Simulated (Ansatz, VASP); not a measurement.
## Two plane-wave programs on Ir

```
Ir
1.0
     2.73696    0.00000    0.00000
    -1.36848    2.37028    0.00000
     0.00000    0.00000   23.93889
Ir
5
Cartesian
  1.3685 0.7901 7.5000
  0.0000 1.5802 9.7347
  0.0000 0.0000 11.9694
  1.3685 0.7901 14.2042
  0.0000 1.5802 16.4389
```

Alike in both runs: task single point; functional PBE; k mesh 15 × 15 × 1; occupations gaussian, width 0.1 eV; no spin polarisation.

```csv
,VASP,Ansatz
version,VASP 6.6.1,Ansatz 0.2.0
potentials or method,"VASP PAW PBE potentials, release 64 (Ir), cutoff 520 eV","scalar-relativistic, plane waves, PAW"
valence electrons in the cell,45,85
```

Ansatz gave:

```
gap on the k mesh at the Fermi level (eV)  : none
rms of the force components (eV/Å)         : 0.215
work function, face that differs most (eV) : 5.55
```

Q: Which values does VASP return?

A: gap on the k mesh at the Fermi level (eV): none; rms of the force components (eV/Å): 0.207; work function, face that differs most (eV): 5.55.

Atom by atom the forces differ by 0.010 eV/Å (rms over components). A gap of «none» marks a metal or a gap that the smearing closes. VASP's potentials hold 45 valence electrons a cell and Ansatz's 85, so a difference there can come from the potentials and not from the codes. Ansatz's warnings: xc potential rough in thin density.

Neither program's run includes spin-orbit coupling.
